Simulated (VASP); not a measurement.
# Gd (Im-3m) in VASP: notebook

Gd is run at these levels: PBEsol; tasks: density of states.

Program: VASP 6.6.1. These are calculated values, not measurements. Logs are shortened: lines on timing, memory, paths and dates and some standing lists are left out, and cuts for length are marked.

## Step 1: The cell of the first run

It takes space group Im-3m (No. 229, cubic). Conventional cell: a = 2.915 Å, b = 2.915 Å, c = 2.915 Å, α = 90.00°, β = 90.00°, γ = 90.00°. Within 3.3 Å of Gd (site symmetry m-3m) lie 14 Gd at 2.52 to 2.92 Å.

## Step 2: Density of states, PBEsol, collinear spin, ferromagnetic start (volume scaled by 0.4)

Input file POSCAR:

```
Gd
1.0
   -1.4576403756      1.4576403756      1.4576403756
    1.4576403756     -1.4576403756      1.4576403756
    1.4576403756      1.4576403756     -1.4576403756
Gd
1
Direct
    0.0000000000      0.0000000000      0.0000000000
```

Input file INCAR.step1:

```
SYSTEM = Gd
ALGO     = Normal         ! electronic algorithm
EDIFF    = 1E-6           ! SCF threshold, eV
ENCUT    = 520            ! plane-wave cutoff, eV
GGA      = PS             ! functional
GGA_COMPAT= .FALSE.      
ISIF     = 2              ! what is computed and relaxed
ISMEAR   = -1             ! smearing method
ISPIN    = 2              ! spin polarisation
LASPH    = .TRUE.         ! aspherical terms in the spheres
LCHARG   = .TRUE.         ! write CHGCAR
LMAXMIX  = 6              ! l up to which the mixer works
LORBIT   = 11             ! projections on sites
LREAL    = .FALSE.        ! projectors in reciprocal space
LWAVE    = .FALSE.        ! write WAVECAR
MAGMOM   = 7              ! initial moments
NBANDS   = 19             ! bands
NEDOS    = 2001           ! points of the DOS
NELM     = 200            ! most SCF steps
PREC     = Accurate       ! precision mode
SIGMA    = 0.08           ! smearing width, eV
```

Input file KPOINTS.step1:

```
k-points
0
G
  14 14 14
  0 0 0
```

Input file INCAR.step2:

```
SYSTEM = Gd
ALGO     = Normal         ! electronic algorithm
EDIFF    = 1E-6           ! SCF threshold, eV
ENCUT    = 520            ! plane-wave cutoff, eV
GGA      = PS             ! functional
GGA_COMPAT= .FALSE.      
ICHARG   = 11             ! starting density
ISIF     = 2              ! what is computed and relaxed
ISMEAR   = -5             ! smearing method
ISPIN    = 2              ! spin polarisation
LASPH    = .TRUE.         ! aspherical terms in the spheres
LCHARG   = .FALSE.        ! write CHGCAR
LMAXMIX  = 6              ! l up to which the mixer works
LORBIT   = 11             ! projections on sites
LREAL    = .FALSE.        ! projectors in reciprocal space
LWAVE    = .FALSE.        ! write WAVECAR
MAGMOM   = 7              ! initial moments
NEDOS    = 2001           ! points of the DOS
NELM     = 200            ! most SCF steps
PREC     = Accurate       ! precision mode
SIGMA    = 0.08           ! smearing width, eV
```

Input file KPOINTS.step2:

```
k-points
0
G
  21 21 21
  0 0 0
```

Potentials or basis: VASP PAW PBE potentials, release 64 (Gd).

On the command line:

```console
$ cat potpaw_PBE.64/Gd/POTCAR > POTCAR
$ cp INCAR.step1 INCAR
$ cp KPOINTS.step1 KPOINTS
$ mpirun -np 1 vasp_std > vasp.out
$ cp INCAR.step2 INCAR
$ cp KPOINTS.step2 KPOINTS
$ mpirun -np 1 vasp_std > vasp.out
```

OUTCAR:

```text
SYSTEM = Gd
   EDIFF = 1E-6
   ENCUT = 520
   GGA = PS
   ICHARG = 11
   ISIF = 2
   ISMEAR = -5
   ISPIN = 2
   LASPH = .TRUE.
   LORBIT = 11
   LREAL = .FALSE.
   NELM = 200
   PREC = Accurate

 ion  position               nearest neighbor table
   1  0.000  0.000  0.000-

  LATTYP: Found a body centered cubic cell.
 ALAT       =     2.9152807512

  Lattice vectors:

 A1 = (  -1.4576403756,   1.4576403756,   1.4576403756)
 A2 = (   1.4576403756,  -1.4576403756,   1.4576403756)
 A3 = (   1.4576403756,   1.4576403756,  -1.4576403756)

Analysis of symmetry for initial positions (statically):
=====================================================================
 Subroutine PRICEL returns:
 Original cell was already a primitive cell.

 Routine SETGRP: Setting up the symmetry group for a
 body centered cubic supercell.

 Subroutine GETGRP returns: Found 48 space group operations
 (whereof 48 operations were pure point group operations)
 out of a pool of 48 trial point group operations.

The static configuration has the point symmetry O_h .

Analysis of symmetry for dynamics (positions and initial velocities):
=====================================================================
 Subroutine PRICEL returns:
 Original cell was already a primitive cell.

 Routine SETGRP: Setting up the symmetry group for a
 body centered cubic supercell.

 Subroutine GETGRP returns: Found 48 space group operations
 (whereof 48 operations were pure point group operations)
 out of a pool of 48 trial point group operations.

The dynamic configuration has the point symmetry O_h .

Analysis of structural, dynamic, and magnetic symmetry:
=====================================================================
 Subroutine PRICEL returns:
 Original cell was already a primitive cell.

 Routine SETGRP: Setting up the symmetry group for a
 body centered cubic supercell.

 Subroutine GETGRP returns: Found 48 space group operations
 (whereof 48 operations were pure point group operations)
 out of a pool of 48 trial point group operations.

The overall configuration has the point symmetry O_h .

 Subroutine INISYM returns: Found 48 space group operations
 (whereof 48 operations are pure point group operations),
 and found     1 'primitive' translations

----------------------------------------------------------------------------------------

                                     Primitive cell

  volume of cell :      12.3883

  direct lattice vectors                    reciprocal lattice vectors
    -1.457640376  1.457640376  1.457640376     0.000000000  0.343020136  0.343020136
     1.457640376 -1.457640376  1.457640376     0.343020136  0.000000000  0.343020136
     1.457640376  1.457640376 -1.457640376     0.343020136  0.343020136  0.000000000

  length of vectors
     2.524707190  2.524707190  2.524707190     0.485103729  0.485103729  0.485103729

  position of ions in fractional coordinates (direct lattice)
     0.000000000  0.000000000  0.000000000

  ion indices of the primitive-cell ions
   primitive index   ion index
                 1           1

----------------------------------------------------------------------------------------

 KPOINTS: k-points

Automatic generation of k-mesh.
 Grid dimensions read from file:
 generate k-points for:   21   21   21

 Generating k-lattice:

  Cartesian coordinates                     Fractional coordinates (reciprocal lattice)
     0.000000000  0.016334292  0.016334292     0.047619048  0.000000000  0.000000000
     0.016334292  0.000000000  0.016334292     0.000000000  0.047619048  0.000000000
     0.016334292  0.016334292  0.000000000     0.000000000  0.000000000  0.047619048

  Length of vectors
     0.023100178  0.023100178  0.023100178

  Shift w.r.t. Gamma in fractional coordinates (k-lattice)
     0.000000000  0.000000000  0.000000000

 TETIRR: Found  10986 inequivalent tetrahedra from    55566

 Subroutine IBZKPT returns following result:
 ===========================================

 Found    286 irreducible k-points:

 Following reciprocal coordinates:
            Coordinates               Weight
  0.000000  0.000000  0.000000      1.000000
  0.047619  0.000000  0.000000     12.000000
  0.095238  0.000000  0.000000     12.000000
  0.142857  0.000000  0.000000     12.000000
  0.190476  0.000000  0.000000     12.000000
  0.238095  0.000000  0.000000     12.000000
[... 16 lines left out ...]
  0.142857  0.095238  0.000000     48.000000
  0.190476  0.095238 -0.000000     48.000000
 [... further k-points ...]
   k-points           NKPTS =    286   k-points in BZ     NKDIM =    286   number of bands    NBANDS=     17
   number of dos      NEDOS =   2001   number of ions     NIONS =      1
   total plane-waves  NPLWV =   8000
   dimension x,y,z NGX =    20 NGY =   20 NGZ =   20
   dimension x,y,z NGXF=    40 NGYF=   40 NGZF=   40
   ions per type =               1
   NGX,Y,Z   is equivalent  to a cutoff of  13.17, 13.17, 13.17 a.u.
   NGXF,Y,Z  is equivalent  to a cutoff of  26.34, 26.34, 26.34 a.u.
 SYSTEM =  Gd
   PREC   = accura    normal or accurate (medium, high low for compatibility)
   ISTART =      0    job   : 0-new  1-cont  2-samecut
   ICHARG =     11    charge: 1-file 2-atom 10-const
   ISPIN  =      2    spin polarized calculation?
   LNONCOLLINEAR =      F non collinear calculations
   LSORBIT =      F    spin-orbit coupling
   LASPH  =      T    aspherical Exc in radial PAW
   ENCUT  =  520.0 eV  38.22 Ry    6.18 a.u.   4.69  4.69  4.69*2*pi/ulx,y,z
   NELM   =    200;   NELMIN=  2; NELMDL=  0     # of ELM steps
   EDIFF  = 0.1E-05   stopping-criterion for ELM
   LREAL  =      F    real-space projection
   EDIFFG = 0.1E-04   stopping-criterion for IOM
   NSW    =      0    number of steps for IOM
   IBRION =     -1    ionic relax: 0-MD 1-quasi-New 2-CG
   NFREE  =      0    steps in history (QN), initial steepest desc. (CG)
   ISIF   =      2    stress and relaxation
   ISYM   =      2    0-nonsym 1-usesym 2-fastsym
   POTIM  = 0.5000    time-step for ionic-motion
   TEBEG  =    0.0;   TEEND  =   0.0 temperature during run
   PSTRESS=    0.0 pullay stress
   NELECT =      18.0000    total number of electrons
   NUPDOWN=      -1.0000    fix difference up-down
   EMIN   =  10.00;   EMAX   =-10.00  energy-range for DOS
   EFERMI =   0.00;   METHOD = LEGACY
   ISMEAR =    -5;   SIGMA  =   0.08  broadening in eV -4-tet -1-fermi 0-gaus
   EFERMI_NEDOS =   21; number of points for ismear=-14 and -15
   IALGO  =     38    algorithm
   IMIX   =      4    mixing-type and parameters
     AMIX     =   0.40;   BMIX     =  1.00
     AMIX_MAG =   1.60;   BMIX_MAG =  1.00
  volume/ion in A,a.u.               =      12.39        83.60
  Fermi-wavevector in a.u.,A,eV,Ry     =   1.854223  3.503973 46.778771  3.438143
  Thomas-Fermi vector in A             =   2.903587
   LORBIT       =     11    0 simple, 1 ext, 2 COOP (PROOUT), +10 PAW based schemes
   GGA     = PS    functional components
   LHFCALC =     F    Hartree Fock is set to
   AEXX    =    0.0000 exact exchange contribution
   IVDW    =     0    specifies the selected vdW correction
   LEPSILON=     F    determine dielectric tensor
   LRPA    =     F    only Hartree local field effects (RPA)
 spin polarized calculation
 Fermi weights with tetrahedron method with Bloechl corrections
  energy-cutoff  :      520.00
  volume of cell :       12.39
 maximum number of plane-waves:       358

 number of electron      18.0000009 magnetization       6.4056140

 Free energy of the ion-electron system (eV)
  ---------------------------------------------------
  ext. energy  EPLUGINS =         0.00000000
  ---------------------------------------------------
  free energy    TOTEN  =        -7.66988981 eV

  energy without entropy =       -7.66988981  energy(sigma->0) =       -7.66988981

 E-fermi :   9.1353     XC(G=0): -15.6378

 val. band max:        9.2184943910   @ k =   0.2381   0.1429   0.1429
 cond. band min:       9.0331503346   @ k =  -0.4286   0.4286   0.1429
 fundamental gap:     -0.1853440564
 Fermi energy:         9.1353008591

 spin component 1

 k-point     1 :       0.0000    0.0000    0.0000
  band No.  band energies     occupation
      1     -37.1320      1.00000
      2      -8.9339      1.00000
      3      -8.9339      1.00000
      4      -8.9339      1.00000
      5       5.1717      1.00000
      6       5.1717      1.00000
[... 9 lines left out ...]
     16      16.5540      0.00000
     17      16.5540      0.00000

 k-point     2 :       0.0476    0.0000    0.0000
  band No.  band energies     occupation
      1     -37.0891      1.00000
      2      -9.1967      1.00000
      3      -9.0088      1.00000
      4      -8.9424      1.00000
      5       5.1591      1.00000
      6       5.1771      1.00000
[... 9 lines left out ...]
     16      16.2996      0.00000
     17      16.5697      0.00000
[... 421 lines left out ...]
 k-point    24 :       0.1905    0.0952   -0.0000
  band No.  band energies     occupation
      1     -36.0609      1.00000
      2     -13.6324      1.00000
      3     -10.4950      1.00000
      4      -9.4253      1.00000
      5       5.0670      1.00000
      6       5.2821      1.00000
[... 9 lines left out ...]
     16      18.1961      0.00000
     17      18.7286      0.00000

 [... further k-points ...]

 spin component 2

 k-point     1 :       0.0000    0.0000    0.0000
  band No.  band energies     occupation
      1     -34.6419      1.00000
      2      -6.5896      1.00000
      3      -6.5896      1.00000
      4      -6.5896      1.00000
      5       8.5670      1.00000
      6       9.2808     -0.04258
[... 9 lines left out ...]
     16      17.5035      0.00000
     17      17.5036      0.00000

 k-point     2 :       0.0476    0.0000    0.0000
  band No.  band energies     occupation
      1     -34.5949      1.00000
      2      -6.8873      1.00000
      3      -6.6741      1.00000
      4      -6.6000      1.00000
      5       8.8361      1.00000
      6       9.1961     -0.01314
[... 9 lines left out ...]
     16      17.3151      0.00000
     17      17.5561      0.00000
[... 421 lines left out ...]
 k-point    24 :       0.1905    0.0952   -0.0000
  band No.  band energies     occupation
      1     -33.4563      1.00000
      2     -11.7534      1.00000
      3      -8.3473      1.00000
      4      -7.1620      1.00000
      5       7.6670      1.00000
      6       8.4661      1.00000
[... 9 lines left out ...]
     16      19.4955      0.00000
     17      20.3679      0.00000

 [... further k-points ...]

------------------------ aborting loop because EDIFF is reached ----------------------------------------

  FORCE on cell =-STRESS in cart. coord.  units (eV):
  Direction    XX          YY          ZZ          XY          YZ          ZX
  --------------------------------------------------------------------------------------
  -------------------------------------------------------------------------------------
  Total       11.7666396     11.7666396     11.7666396     -0.0000000     -0.0000000      0.0000000
  in kB     1521.7800085   1521.7800085   1521.7800085     -0.0000000     -0.0000000      0.0000000
  external PRESSURE =    1521.7800085 kB  Pullay stress =       0.0000000 kB

 VOLUME and BASIS-vectors are now :
 -----------------------------------------------------------------------------
  energy-cutoff  :      520.00
  volume of cell :       12.39
      direct lattice vectors                 reciprocal lattice vectors
    -1.457640376  1.457640376  1.457640376     0.000000000  0.343020136  0.343020136
     1.457640376 -1.457640376  1.457640376     0.343020136  0.000000000  0.343020136
     1.457640376  1.457640376 -1.457640376     0.343020136  0.343020136  0.000000000

 POSITION                                       TOTAL-FORCE (eV/Angst)
 -----------------------------------------------------------------------------------
      0.00000      0.00000      0.00000        -0.000000      0.000000     -0.000000
 -----------------------------------------------------------------------------------
    total drift:                                0.000000     -0.000000      0.000000

  FREE ENERGIE OF THE ION-ELECTRON SYSTEM (eV)
  ---------------------------------------------------
  free  energy   TOTEN  =        -7.6698898067 eV

  energy  without entropy=       -7.6698898067  energy(sigma->0) =       -7.66988981

 total charge

# of ion       s       p       d       f       tot
--------------------------------------------------
    1        2.082   5.514   1.629   7.267  16.491

 magnetization (x)

# of ion       s       p       d       f       tot
--------------------------------------------------
    1        0.021  -0.045   0.023   6.271   6.271
```

Wall time 1.9 min (1 thread of Intel Xeon 6975P-C (Granite Rapids), shared host); peak memory 0.28 GiB.

Results:

```yaml
Net_moment: 6.41 μB per cell
Site_moments: Gd +6.27 μB
Valence_electrons_inside_the_program's_atomic_spheres: Gd 16.49
```

Levels at points of the mesh, in eV from the Fermi level:
Spin up:
```tsv
k point	band 8	band 9	band 10	band 11	band 12	band 13	band 14	band 15	band 16	band 17
(0.00, 0.00, 0.00)	-2.53	-2.53	-2.53	-2.15	-1.76	2.19	2.19	2.19	7.42	7.42
```
Spin down:
| k point | band 2 | band 3 | band 4 | band 5 | band 6 | band 7 | band 8 | band 9 | band 10 | band 11 |
| --- | --- | --- | --- | --- | --- | --- | --- | --- | --- | --- |
| (0.00, 0.00, 0.00) | -15.72 | -15.72 | -15.72 | -0.57 | 0.15 | 0.15 | 0.15 | 2.44 | 2.44 | 2.44 |

Caveat: the PAW data sets were made with another functional, which shifts forces and pressure a little; spin-orbit coupling is left out, which moves the levels of the heavy elements; tetrahedron occupations give inexact forces and stress in metals. The state reached can hang on the start; a lower one may exist.

## Step 3: Density of states, PBEsol, collinear spin, ferromagnetic start (volume scaled by 0.45)

Input file POSCAR:

```
Gd
1.0
   -1.5160070826      1.5160070826      1.5160070826
    1.5160070826     -1.5160070826      1.5160070826
    1.5160070826      1.5160070826     -1.5160070826
Gd
1
Direct
    0.0000000000      0.0000000000      0.0000000000
```

Input file INCAR.step1:

```
ALGO = Normal ; EDIFF = 1E-6
ENCUT = 520 ; GGA = PS
GGA_COMPAT = F ; ISIF = 2
ISMEAR = -1 ; ISPIN = 2
LASPH = T ; LCHARG = T
LMAXMIX = 6 ; LORBIT = 11
LREAL = F ; LWAVE = F
MAGMOM = 7 ; NBANDS = 19
NEDOS = 2001 ; NELM = 200
PREC = Accurate ; SIGMA = 0.08
```

Input file KPOINTS.step1:

```
k-points
0
Gamma
  14 14 14
```

Input file INCAR.step2:

```
ALGO = Normal ; EDIFF = 1E-6
ENCUT = 520 ; GGA = PS
GGA_COMPAT = F ; ICHARG = 11
ISIF = 2 ; ISMEAR = -5
ISPIN = 2 ; LASPH = T
LCHARG = F ; LMAXMIX = 6
LORBIT = 10 ; LREAL = F
LWAVE = F ; MAGMOM = 7
NBANDS = 19 ; NEDOS = 1001
NELM = 200 ; PREC = Accurate
SIGMA = 0.08
```

Input file KPOINTS.step2:

```
k-points
0
Gamma
  21 21 21
```

Potentials or basis: VASP PAW PBE potentials, release 64 (Gd).

On the command line:

```console
$ cat potpaw_PBE.64/Gd/POTCAR > POTCAR
$ cp INCAR.step1 INCAR
$ cp KPOINTS.step1 KPOINTS
$ mpirun -np 1 vasp_std > vasp.out
$ cp INCAR.step2 INCAR
$ cp KPOINTS.step2 KPOINTS
$ mpirun -np 1 vasp_std > vasp.out
```

Run time: 99 s. Hardware: 1 thread of Intel Xeon 6975P-C (Granite Rapids), shared host; peak memory 0.31 GiB.

Results (log left out):

* Net moment: 6.70 μB per cell
* Site moments: Gd +6.47 μB
* Valence electrons inside the program's atomic spheres: Gd 16.19

Levels at points of the mesh, in eV from the Fermi level:
Spin up:
```
           k point  band 10  band 11  band 12  band 13  band 14  band 15
(0.00, 0.00, 0.00)    -2.81    -2.81    -2.51     2.14     2.14     2.14
```
Spin down:
```csv
k point,band 3,band 4,band 5,band 6,band 7,band 8,band 9,band 10
"(0.00, 0.00, 0.00)",-16.40,-16.40,-1.84,0.47,0.47,0.47,2.29,2.29
```

Caveat: the PAW data sets were made with another functional, which shifts forces and pressure a little; spin-orbit coupling is left out, which moves the levels of the heavy elements; tetrahedron occupations give inexact forces and stress in metals.
